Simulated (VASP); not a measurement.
BN: electric field gradients with PBEsol

Crystal: BN.

```
CELL_PARAMETERS angstrom
2.50399 0.01252 0.01252
-1.24115 2.16226 0.00458
0.03331 0.03331 6.66120
ATOMIC_POSITIONS crystal
B 0.33333 0.66667 0.25000
B 0.66667 0.33333 0.75000
N 0.33333 0.66667 0.75000
N 0.66667 0.33333 0.25000
```

This cell differs from its parent crystal: equal xy, yz and zx shear strains of +1 %.

- Program: VASP 6.6.1
- Task: electric field gradients
- Functional: PBEsol
- Potentials or basis: VASP PAW PBE potentials, release 64 (B, N)
- Cutoff: 520 eV
- k mesh: 11 × 11 × 4
- Occupations: fermi-dirac, width 0.03 eV
- Spin: no spin polarisation
- Dipole correction: no
- Further INCAR settings: ALGO = Normal; EDIFF = 1e-08; NBANDS = 16

```
Pressure                                : 0.8 GPa
Largest force                           : 0.132 eV/Å
Band gap on the k mesh                  : 4.19 eV (least direct gap 4.59 eV)
Largest electric field gradient by atom : B +34.7; N +4.2 V/Å²
```

Forces in eV/Å, atoms in the order of the input:
```
B   -0.131  0.003 -0.001
B    0.131 -0.003  0.001
N   -0.132  0.003 -0.001
N    0.132 -0.003  0.001
```

Stress tensor (GPa, compression positive):
```
 0.79 -3.74 -0.06
-3.74  0.79 -0.06
-0.06 -0.06  0.70
```

Levels at points of the mesh, in eV from the valence-band top:
```csv
k point,band 5,band 6,band 7,band 8,band 9,band 10,band 11,band 12
"(0.00, 0.00, 0.00)",-1.36,-1.33,-1.31,-1.28,5.00,10.11,11.34,11.48
"(0.00, 0.00, 0.50)",-1.34,-1.34,-1.30,-1.30,7.39,7.39,11.41,11.42
```

Electric field gradients, principal values (V/Å²):
```csv
atom,least,middle,greatest (by size)
1 B,-16.898,-17.764,34.661
2 B,-16.898,-17.764,34.661
3 N,-0.240,-3.924,4.164
4 N,-0.240,-3.924,4.164
```

Run time: 58 s on 1 thread of Intel(R) Xeon(R) 6975P-C (Granite Rapids), on a shared host, peak memory 0.23 GiB.

Caveat: the cell differs from its parent crystal (equal xy, yz and zx shear strains of +1 %); without QUAD_EFG the Cq values of the log hold for a quadrupole moment of 1 mb, not for the nuclei; the PAW data sets were made with another functional, which shifts forces and pressure a little. A k mesh can miss the band edges.
